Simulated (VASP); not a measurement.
CuO:

```
Cu O
1.0
     2.34185   -1.71130    0.00000
     2.34185    1.71130    0.00000
    -0.85003    0.00000    5.05787
Cu O
2 2
Cartesian
  0.7459 -0.8557 2.5289
  1.1709 0.8557 0.0000
  1.7043 0.2793 3.7934
  2.1293 -0.2793 1.2645
```

* Program: VASP 6.6.1
* Task: relaxation of cell and atoms
* Functional: PBEsol
* Dispersion: D4
* Potentials or basis: VASP PAW PBE potentials, release 64 (Cu, O)
* Cutoff: 600 eV
* k mesh: 10 × 10 × 5
* Occupations: fermi-dirac, width 0.05 eV
* Spin: no spin polarisation

At the start: pressure -4.7 GPa; volume 10.13 Å³/atom.

Q: Where does the relaxation end?

A: Over 48 steps the energy falls by 23.5 meV/atom and the volume is 10.52 Å³/atom (+3.8 %); space group C2/c (No. 15, to 0.1 Å) before, Cccm (No. 66, to 0.1 Å).

The path:
```tsv
step	energy change (eV)	largest force (eV/Å)	pressure (GPa)	volume (Å³)
1	0.0000	0.3196	-4.75	40.54
3	-0.0215	0.1708	0.73	39.46
5	-0.0292	0.0152	0.41	39.72
7	-0.0440	0.0899	-1.70	40.66
9	-0.0497	0.1393	-3.35	41.53
11	-0.0548	0.1351	-3.05	41.60
13	-0.0714	0.1098	-1.50	41.83
15	-0.0769	0.0798	-0.25	41.95
17	-0.0840	0.0312	-0.09	41.88
19	-0.0869	0.0279	0.29	41.79
21	-0.0879	0.0349	-0.64	41.95
23	-0.0886	0.0664	0.18	41.81
25	-0.0899	0.0441	0.26	41.86
27	-0.0903	0.0342	0.60	42.06
29	-0.0915	0.0033	0.17	42.05
31	-0.0916	0.0034	-0.92	42.33
33	-0.0921	0.0005	-0.39	42.19
35	-0.0932	0.0286	-0.08	42.06
37	-0.0933	0.0166	-0.02	42.04
39	-0.0934	0.0097	0.33	41.99
41	-0.0935	0.0047	0.23	42.02
43	-0.0937	0.0165	0.00	42.09
45	-0.0937	0.0104	-0.33	42.14
47	-0.0939	0.0132	-0.13	42.10
48	-0.0939	0.0084	-0.01	42.07
```

Final structure:
```
Cu O
1.0
     2.07805   -1.98159    0.14313
     2.07805    1.98159    0.14313
    -0.42597    0.00000    5.07908
Cu O
2 2
Direct
  0.50000 0.00000 0.50000
  0.00000 0.50000 0.00000
  0.49512 0.50488 0.75000
  0.50488 0.49512 0.25000
```

Caveat: the PAW data sets were made with another functional, which shifts forces and pressure a little.
